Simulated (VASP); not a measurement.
# Zn (P6_3/mmc) in VASP: a series of runs

Zn is run at these levels: LDA; tasks: single point, relaxation of cell and atoms.

Everything below comes from runs of VASP 6.6.1. Logs are shortened: lines on timing, memory, paths and dates and some standing lists are left out, and cuts for length are marked.

**1. The cell of the first run**

Symmetry: P6_3/mmc, No. 194, hexagonal system. Conventional cell: a = 2.552 Å, b = 2.552 Å, c = 4.845 Å, α = 90.00°, β = 90.00°, γ = 120.00°. Zn (site symmetry -6m2) has 12 Zn at 2.55 to 2.84 Å within 3.4 Å.

**2. Single point, LDA**

INCAR reads:

```
PREC = Accurate
ENCUT = 520
EDIFF = 1E-6
ISMEAR = 0
SIGMA = 0.05
LREAL = False
LASPH = True
NELM = 100
ALGO = Normal
ISIF = 2
LWAVE = False
LCHARG = False
NBANDS = 19
```

KPOINTS reads:

```
Automatic mesh
0
Gamma
  18 18 10
```

POSCAR reads:

```
Zn
1.0
    2.5523365302      0.0000000000      0.0000000000
   -1.2761682651      2.2103882742      0.0000000000
    0.0000000000      0.0000000000      4.8453610179
Zn
2
Direct
    0.3333333333      0.6666666667      0.7500000000
    0.6666666667      0.3333333333      0.2500000000
```

Potentials or basis: VASP PAW LDA potentials, release 64 (Zn).

Run with:

```bash
$ cat potpaw_LDA.64/Zn/POTCAR > POTCAR
$ mpirun -np 1 vasp_std > vasp.out
```

OUTCAR:

```text
PREC = Accurate
   ENCUT = 520
   EDIFF = 1E-6
   ISMEAR = 0
   LREAL = False
   LASPH = True
   NELM = 100
   ISIF = 2

 ion  position               nearest neighbor table
   1  0.333  0.667  0.750-   2 2.84   2 2.84   2 2.84   2 2.84   2 2.84   2 2.84
   2  0.667  0.333  0.250-   1 2.84   1 2.84   1 2.84   1 2.84   1 2.84   1 2.84

  LATTYP: Found a hexagonal cell.
 ALAT       =     2.5523365302
 C/A-ratio  =     1.8984020957

  Lattice vectors:

 A1 = (   2.5523365302,   0.0000000000,   0.0000000000)
 A2 = (  -1.2761682651,   2.2103882742,   0.0000000000)
 A3 = (   0.0000000000,   0.0000000000,   4.8453610179)

Analysis of symmetry for initial positions (statically):
=====================================================================
 Subroutine PRICEL returns:
 Original cell was already a primitive cell.

 Routine SETGRP: Setting up the symmetry group for a
 hexagonal supercell.

 Subroutine GETGRP returns: Found 24 space group operations
 (whereof 12 operations were pure point group operations)
 out of a pool of 24 trial point group operations.

The static configuration has the point symmetry D_3d.
 The point group associated with its full space group is D_6h.

Analysis of symmetry for dynamics (positions and initial velocities):
=====================================================================
 Subroutine PRICEL returns:
 Original cell was already a primitive cell.

 Routine SETGRP: Setting up the symmetry group for a
 hexagonal supercell.

 Subroutine GETGRP returns: Found 24 space group operations
 (whereof 12 operations were pure point group operations)
 out of a pool of 24 trial point group operations.

The dynamic configuration has the point symmetry D_3d.
 The point group associated with its full space group is D_6h.

 Subroutine INISYM returns: Found 24 space group operations
 (whereof 12 operations are pure point group operations),
 and found     1 'primitive' translations

----------------------------------------------------------------------------------------

                                     Primitive cell

  volume of cell :      27.3359

  direct lattice vectors                    reciprocal lattice vectors
     2.552336530  0.000000000  0.000000000     0.391797864  0.226204602  0.000000000
    -1.276168265  2.210388274  0.000000000     0.000000000  0.452409204  0.000000000
     0.000000000  0.000000000  4.845361018     0.000000000  0.000000000  0.206382970

  length of vectors
     2.552336530  2.552336530  4.845361018     0.452409204  0.452409204  0.206382970

  position of ions in fractional coordinates (direct lattice)
     0.333333333  0.666666667  0.750000000
     0.666666667  0.333333333  0.250000000

  ion indices of the primitive-cell ions
   primitive index   ion index
                 1           1
                 2           2

----------------------------------------------------------------------------------------

 KPOINTS: Automatic mesh

Automatic generation of k-mesh.
 Grid dimensions read from file:
 generate k-points for:   18   18   10

 Generating k-lattice:

  Cartesian coordinates                     Fractional coordinates (reciprocal lattice)
     0.021766548  0.012566922  0.000000000     0.055555556  0.000000000  0.000000000
     0.000000000  0.025133845  0.000000000     0.000000000  0.055555556  0.000000000
     0.000000000  0.000000000  0.020638297     0.000000000  0.000000000  0.100000000

  Length of vectors
     0.025133845  0.025133845  0.020638297

  Shift w.r.t. Gamma in fractional coordinates (k-lattice)
     0.000000000  0.000000000  0.000000000

 Subroutine IBZKPT returns following result:
 ===========================================

 Found    222 irreducible k-points:

 Following reciprocal coordinates:
            Coordinates               Weight
  0.000000  0.000000  0.000000      1.000000
  0.055556  0.000000  0.000000      6.000000
  0.111111  0.000000  0.000000      6.000000
  0.166667  0.000000  0.000000      6.000000
  0.222222 -0.000000  0.000000      6.000000
  0.277778  0.000000  0.000000      6.000000
[... 16 lines left out ...]
  0.333333  0.111111  0.000000     12.000000
  0.388889  0.111111  0.000000     12.000000
 [... further k-points ...]
   k-points           NKPTS =    222   k-points in BZ     NKDIM =    222   number of bands    NBANDS=     19
   number of dos      NEDOS =    301   number of ions     NIONS =      2
   total plane-waves  NPLWV =  14400
   dimension x,y,z NGX =    20 NGY =   20 NGZ =   36
   dimension x,y,z NGXF=    40 NGYF=   40 NGZF=   72
   ions per type =               2
   NGX,Y,Z   is equivalent  to a cutoff of  13.03, 13.03, 12.35 a.u.
   NGXF,Y,Z  is equivalent  to a cutoff of  26.05, 26.05, 24.70 a.u.
 SYSTEM =  unknown system
   PREC   = accura    normal or accurate (medium, high low for compatibility)
   ISTART =      0    job   : 0-new  1-cont  2-samecut
   ICHARG =      2    charge: 1-file 2-atom 10-const
   ISPIN  =      1    spin polarized calculation?
   LNONCOLLINEAR =      F non collinear calculations
   LSORBIT =      F    spin-orbit coupling
   LASPH  =      T    aspherical Exc in radial PAW
   ENCUT  =  520.0 eV  38.22 Ry    6.18 a.u.   4.75  4.75  9.01*2*pi/ulx,y,z
   NELM   =    100;   NELMIN=  2; NELMDL= -5     # of ELM steps
   EDIFF  = 0.1E-05   stopping-criterion for ELM
   LREAL  =      F    real-space projection
   EDIFFG = 0.1E-04   stopping-criterion for IOM
   NSW    =      0    number of steps for IOM
   IBRION =     -1    ionic relax: 0-MD 1-quasi-New 2-CG
   NFREE  =      0    steps in history (QN), initial steepest desc. (CG)
   ISIF   =      2    stress and relaxation
   ISYM   =      2    0-nonsym 1-usesym 2-fastsym
   POTIM  = 0.5000    time-step for ionic-motion
   TEBEG  =    0.0;   TEEND  =   0.0 temperature during run
   PSTRESS=    0.0 pullay stress
   NELECT =      24.0000    total number of electrons
   NUPDOWN=      -1.0000    fix difference up-down
   EMIN   =  10.00;   EMAX   =-10.00  energy-range for DOS
   EFERMI =   0.00;   METHOD = LEGACY
   ISMEAR =     0;   SIGMA  =   0.05  broadening in eV -4-tet -1-fermi 0-gaus
   EFERMI_NEDOS =   21; number of points for ismear=-14 and -15
   IALGO  =     38    algorithm
   IMIX   =      4    mixing-type and parameters
     AMIX     =   0.40;   BMIX     =  1.00
     AMIX_MAG =   1.60;   BMIX_MAG =  1.00
  volume/ion in A,a.u.               =      13.67        92.24
  Fermi-wavevector in a.u.,A,eV,Ry     =   1.567597  2.962328 33.434408  2.457360
  Thomas-Fermi vector in A             =   2.669753
   LORBIT       =      0    0 simple, 1 ext, 2 COOP (PROOUT), +10 PAW based schemes
   GGA     = CA    functional components
   LHFCALC =     F    Hartree Fock is set to
   AEXX    =    0.0000 exact exchange contribution
   IVDW    =     0    specifies the selected vdW correction
   LEPSILON=     F    determine dielectric tensor
   LRPA    =     F    only Hartree local field effects (RPA)
 non-spin polarized calculation
 Gauss-broadening in eV      SIGMA  =   0.05
  energy-cutoff  :      520.00
  volume of cell :       27.34
 maximum number of plane-waves:       750
 NGX is ok and might be reduce to    20
   NGX =  9   NGY =  9   NGZ = 19

 number of electron      23.9999999 magnetization

 Free energy of the ion-electron system (eV)
  ---------------------------------------------------
  ext. energy  EPLUGINS =         0.00000000
  ---------------------------------------------------
  free energy    TOTEN  =        -3.75878814 eV

  energy without entropy =       -3.75848410  energy(sigma->0) =       -3.75863612

 E-fermi :   3.6602     XC(G=0): -12.4595

 val. band max:        3.6509134404   @ k =   0.3333   0.2778   0.5000
 cond. band min:       3.7414566032   @ k =   0.1667   0.0000   0.2000
 fundamental gap:      0.0905431628
 Fermi energy:         3.6601960555

 k-point     1 :       0.0000    0.0000    0.0000
  band No.  band energies     occupation
      1      -7.6045      2.00000
      2      -5.5719      2.00000
      3      -4.6977      2.00000
      4      -4.3863      2.00000
      5      -4.3863      2.00000
      6      -4.3308      2.00000
[... 11 lines left out ...]
     18      24.2568      0.00000
     19      24.6031      0.00000

 k-point     2 :       0.0556    0.0000    0.0000
  band No.  band energies     occupation
      1      -7.5040      2.00000
      2      -5.5214      2.00000
      3      -4.6843      2.00000
      4      -4.3993      2.00000
      5      -4.3593      2.00000
      6      -4.3442      2.00000
[... 11 lines left out ...]
     18      23.3420      0.00000
     19      25.6193      0.00000

 k-point     3 :       0.1111    0.0000    0.0000
  band No.  band energies     occupation
      1      -7.2063      2.00000
      2      -5.3828      2.00000
      3      -4.6517      2.00000
      4      -4.4308      2.00000
      5      -4.3728      2.00000
      6      -4.2810      2.00000
[... 11 lines left out ...]
     18      22.4598      0.00000
     19      24.4361      0.00000

 k-point     4 :       0.1667    0.0000    0.0000
  band No.  band energies     occupation
      1      -6.7275      2.00000
      2      -5.2008      2.00000
      3      -4.6221      2.00000
      4      -4.4715      2.00000
      5      -4.3581      2.00000
      6      -4.2255      2.00000
[... 11 lines left out ...]
     18      21.3392      0.00000
     19      22.0885      0.00000

 k-point     5 :       0.2222   -0.0000    0.0000
  band No.  band energies     occupation
      1      -6.1176      2.00000
      2      -5.0707      2.00000
      3      -4.5758      2.00000
      4      -4.4916      2.00000
      5      -4.4517      2.00000
      6      -4.2299      2.00000
[... 11 lines left out ...]
     18      20.2352      0.00000
     19      20.7847      0.00000

 k-point     6 :       0.2778    0.0000    0.0000
  band No.  band energies     occupation
      1      -5.5453      2.00000
      2      -5.0663      2.00000
      3      -4.6477      2.00000
      4      -4.5001      2.00000
      5      -4.3576      2.00000
      6      -4.1928      2.00000
[... 11 lines left out ...]
     18      20.3071      0.00000
     19      20.6524      0.00000

 k-point     7 :       0.3333   -0.0000    0.0000
  band No.  band energies     occupation
      1      -5.2873      2.00000
      2      -5.1232      2.00000
      3      -4.8013      2.00000
      4      -4.3873      2.00000
      5      -4.2861      2.00000
      6      -4.1274      2.00000
[... 11 lines left out ...]
     18      19.9219      0.00000
     19      21.6098      0.00000

 k-point     8 :       0.3889    0.0000    0.0000
  band No.  band energies     occupation
      1      -5.2655      2.00000
      2      -5.1751      2.00000
      3      -4.9097      2.00000
      4      -4.3616      2.00000
      5      -4.2842      2.00000
      6      -4.1385      2.00000
[... 256 lines left out ...]
 k-point    20 :       0.1667    0.1111    0.0000
  band No.  band energies     occupation
      1      -5.8532      2.00000
      2      -4.9432      2.00000
      3      -4.6548      2.00000
      4      -4.5086      2.00000
      5      -4.4986      2.00000
      6      -4.3521      2.00000
[... 11 lines left out ...]
     18      20.1088      0.00000
     19      20.4316      0.00000

 k-point    21 :       0.2222    0.1111    0.0000
  band No.  band energies     occupation
      1      -5.2997      2.00000
      2      -4.9398      2.00000
      3      -4.6630      2.00000
      4      -4.5446      2.00000
      5      -4.4832      2.00000
      6      -4.2638      2.00000
[... 11 lines left out ...]
     18      19.2862      0.00000
     19      20.1288      0.00000

 k-point    22 :       0.2778    0.1111    0.0000
  band No.  band energies     occupation
      1      -5.0943      2.00000
      2      -5.0005      2.00000
      3      -4.7924      2.00000
      4      -4.3756      2.00000
      5      -4.3275      2.00000
      6      -4.3013      2.00000
[... 11 lines left out ...]
     18      18.5956      0.00000
     19      19.6754      0.00000

 k-point    23 :       0.3333    0.1111    0.0000
  band No.  band energies     occupation
      1      -5.1256      2.00000
      2      -5.0384      2.00000
      3      -4.8836      2.00000
      4      -4.3752      2.00000
      5      -4.2752      2.00000
      6      -4.1671      2.00000
[... 11 lines left out ...]
     18      18.0744      0.00000
     19      19.2674      0.00000

 k-point    24 :       0.3889    0.1111    0.0000
  band No.  band energies     occupation
      1      -5.1723      2.00000
      2      -5.0691      2.00000
      3      -4.9372      2.00000
      4      -4.4042      2.00000
      5      -4.2107      2.00000
      6      -4.2081      2.00000
[... 11 lines left out ...]
     18      17.7506      0.00000
     19      19.0116      0.00000

 [... further k-points ...]

------------------------ aborting loop because EDIFF is reached ----------------------------------------

  FORCE on cell =-STRESS in cart. coord.  units (eV):
  Direction    XX          YY          ZZ          XY          YZ          ZX
  --------------------------------------------------------------------------------------
  -------------------------------------------------------------------------------------
  Total        0.1381048      0.1381048      0.0790663     -0.0000000     -0.0000000      0.0000000
  in kB        8.0944370      8.0944370      4.6341443     -0.0000000     -0.0000000      0.0000000
  external PRESSURE =       6.9410061 kB  Pullay stress =       0.0000000 kB

 VOLUME and BASIS-vectors are now :
 -----------------------------------------------------------------------------
  energy-cutoff  :      520.00
  volume of cell :       27.34
      direct lattice vectors                 reciprocal lattice vectors
     2.552336530  0.000000000  0.000000000     0.391797864  0.226204602  0.000000000
    -1.276168265  2.210388274  0.000000000     0.000000000  0.452409204  0.000000000
     0.000000000  0.000000000  4.845361018     0.000000000  0.000000000  0.206382970

 POSITION                                       TOTAL-FORCE (eV/Angst)
 -----------------------------------------------------------------------------------
     -0.00000      1.47359      3.63402        -0.000000      0.000000      0.000000
      1.27617      0.73680      1.21134         0.000000      0.000000      0.000000
 -----------------------------------------------------------------------------------
    total drift:                               -0.000000      0.000000      0.000000

  FREE ENERGIE OF THE ION-ELECTRON SYSTEM (eV)
  ---------------------------------------------------
  free  energy   TOTEN  =        -3.7587881379 eV

  energy  without entropy=       -3.7584841047  energy(sigma->0) =       -3.75863612
```

Wall time 1.9 min (1 thread of Intel Xeon 8259CL, shared host); peak memory 0.2 GiB.

Results:

- Free energy: -3.7588 eV
- Pressure: 0.7 GPa
- Band gap on the k mesh: zero (bands 12 and 13 overlap by 5.05 eV)

Stress tensor (GPa, compression positive):
```
0.81 0.00 0.00
0.00 0.81 0.00
0.00 0.00 0.46
```

Levels at points of the mesh, in eV from the Fermi level:
```tsv
k point	band 8	band 9	band 10	band 11	band 12	band 13	band 14	band 15	band 16	band 17
(0.00, 0.00, 0.00)	-7.54	-7.54	-7.32	-7.32	-4.24	-3.24	13.76	17.84	19.27	19.27
(0.50, 0.00, 0.00)	-7.35	-7.08	-7.06	-3.06	-2.11	2.74	3.68	4.60	6.04	11.14
(0.00, 0.00, 0.50)	-8.04	-7.41	-7.41	-7.41	-7.41	4.51	4.51	20.64	20.64	20.64
(0.50, 0.00, 0.50)	-7.36	-7.07	-7.07	-2.12	-2.12	0.45	0.45	10.51	10.51	13.05
```

(Continued in part 2 of 2.)

The gap in the log of VASP goes by the Fermi energy; the results here count the filled bands.